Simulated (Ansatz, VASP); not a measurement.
## Two plane-wave programs on Rh

The input INCAR:

```
PREC = Accurate
ENCUT = 520
EDIFF = 1E-8
ISMEAR = -1
SIGMA = 0.05
LREAL = False
LASPH = True
NELM = 100
ALGO = Normal
ISIF = 2
LWAVE = False
LCHARG = False
LEFG = True
NBANDS = 14
```

KPOINTS

```
regular mesh
0
Gamma
  18 18 18
```

POSCAR

```
Rh
1.0
    0.0000000000      1.9155890106      1.9155890106
    1.9155890106      0.0000000000      1.9155890106
    1.9155890106      1.9155890106      0.0000000000
Rh
1
Direct
    0.0000000000      0.0000000000      0.0000000000
```

Input for Ansatz:

```yaml
crystal:
  lattice:
    - [0.0, 1.9155890106, 1.9155890106]
    - [1.9155890106, 0.0, 1.9155890106]
    - [1.9155890106, 1.9155890106, 0.0]
  atoms:
    - { symbol: Rh, position: [0.0, 0.0, 0.0] }
kpoints:
  mp_grid: { grid: [18, 18, 18] }
scf:
  occupations: { method: fermi_dirac, width: 0.05 }
hamiltonian:
  xc: lda
  pseudopotentials: { kind: paw }
output:
  forces: true
  stress: true
  eigenvalues: true
  efg: { contact_densities: true }
  write_density: true
  write_potential: true
  elf: true
  volumetric_format: npy
```

Change from the starting cell: volume scaled by 1.02, PAW files.

Alike in both runs: task electric field gradients; functional LDA; k mesh 18 × 18 × 18; occupations fermi-dirac, width 0.05 eV; no spin polarisation.

|  | VASP | Ansatz |
| --- | --- | --- |
| version | VASP 6.6.1 | Ansatz 0.2.0 |
| potentials or method | VASP PAW LDA potentials, release 64 (Rh_pv) | PAW with Ansatz's default frozen-core files, scalar-relativistic |
| plane-wave cutoff (eV) | 520 | 420 |
| valence electrons in the cell | 15 | 17 |

Ansatz gave:

```
pressure (GPa) : -16.6
```

**Question.** Estimate VASP's values.

**Answer.** Pressure (GPa): -15.9.

LDA's correlation is that of Perdew and Zunger in VASP and of Perdew and Wang (1992) in Ansatz. VASP's potentials hold 15 valence electrons a cell and Ansatz's 17, so a difference there can come from the potentials and not from the codes.
